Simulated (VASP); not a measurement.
Rb, 1 atom in the cell. The structure is cubic, space group Pm-3m (No. 221). The conventional cell has a = 4.625 Å, b = 4.625 Å, c = 4.625 Å, α = 90.00°, β = 90.00°, γ = 90.00°. 

| Item | Value |
| --- | --- |
| Program | VASP 6.6.1 |
| Task | single point |
| Functional | PBE |
| Potentials or basis | VASP PAW PBE potentials, release 64 (Rb_sv) |
| Cutoff | 520 eV |
| k mesh | 10 × 10 × 10 |
| Occupations | fermi-dirac, width 0.08 eV |
| Spin | no spin polarisation |
| Dipole correction | no |
| Further INCAR settings | ALGO = Normal; EDIFF = 1e-06; NBANDS = 10 |

Potentials or basis: VASP PAW PBE potentials, release 64 (Rb_sv).

Run with:

```bash
$ cat potpaw_PBE.64/Rb_sv/POTCAR > POTCAR
$ mpirun -np 1 vasp_std > vasp.out
```

Hardware: 1 thread of Intel(R) Xeon(R) Platinum 8488C (Sapphire Rapids) (shared host).

Problem. How long does it take, and how much memory?

Solution. Run time: 19 s on 1 thread of Intel(R) Xeon(R) Platinum 8488C (Sapphire Rapids) (shared host), peak memory 0.22 GiB. Counts: scf iterations 10, k points 56.
